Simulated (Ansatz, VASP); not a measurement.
## One calculation of I, two programs

INCAR

```
  ALGO = Normal
  EDIFF = 1E-7
  ENCUT = 520
  GGA = PE
  ISIF = 2
  ISMEAR = -1
  LASPH = T
  LCHARG = F
  LREAL = F
  LWAVE = F
  NBANDS = 10
  NELM = 60
  PREC = Accurate
  SIGMA = 0.1
```

The input KPOINTS:

```
k-points
0
Gamma
  13 13 13
```

File POSCAR:

```
I
1.0
   -2.0829554915      2.0829554915      2.0829554915
    2.0829554915     -2.0829554915      2.0829554915
    2.0829554915      2.0829554915     -2.0829554915
I
1
Direct
    0.0000000000      0.0000000000      0.0000000000
```

Input for Ansatz:

```yaml
crystal:
  lattice:
    - [-2.0829554915, 2.0829554915, 2.0829554915]
    - [2.0829554915, -2.0829554915, 2.0829554915]
    - [2.0829554915, 2.0829554915, -2.0829554915]
  atoms:
    - { symbol: I, position: [0.0, 0.0, 0.0] }
kpoints:
  mp_grid: { grid: [13, 13, 13] }
  band_path:
    path:
      - [0.0, 0.0, 0.0]
      - [0.5, -0.5, 0.5]
      - [0.0, 0.0, 0.5]
      - [0.0, 0.0, 0.0]
      - [0.25, 0.25, 0.25]
      - [0.5, -0.5, 0.5]
      - [0.25, 0.25, 0.25]
      - [0.0, 0.0, 0.5]
    npoints: 8
scf:
  occupations: { method: fermi_dirac, width: 0.1 }
hamiltonian:
  xc: pbe
  pseudopotentials: { kind: paw }
output:
  forces: true
  stress: true
  eigenvalues: true
  populations: true
  dos: { projected: true, de: 0.2, e_range: [-14, 8] }
  write_density: true
  write_potential: true
  elf: true
  volumetric_format: npy
```

Change from the starting cell: volume scaled by 1, PAW files.

Alike in both runs: task single point; functional PBE; k mesh 13 × 13 × 13; occupations fermi-dirac, width 0.1 eV; no spin polarisation.

|  | VASP | Ansatz |
| --- | --- | --- |
| version | VASP 6.6.1 | Ansatz 0.2.0 |
| potentials or method | VASP PAW PBE potentials, release 64 (I) | PAW with Ansatz's default frozen-core files, scalar-relativistic |
| plane-wave cutoff (eV) | 520 | 420 |
| valence electrons in the cell | 7 | 17 |

```csv
,VASP,Ansatz,Ansatz less VASP
pressure (GPa),0.0,0.0,+0.02
```

With one functional, cell and mesh, what is left measures potentials, basis and numerics. VASP's potentials hold 7 valence electrons a cell and Ansatz's 17, so a difference there can come from the potentials and not from the codes.

Neither program's run includes spin-orbit coupling.
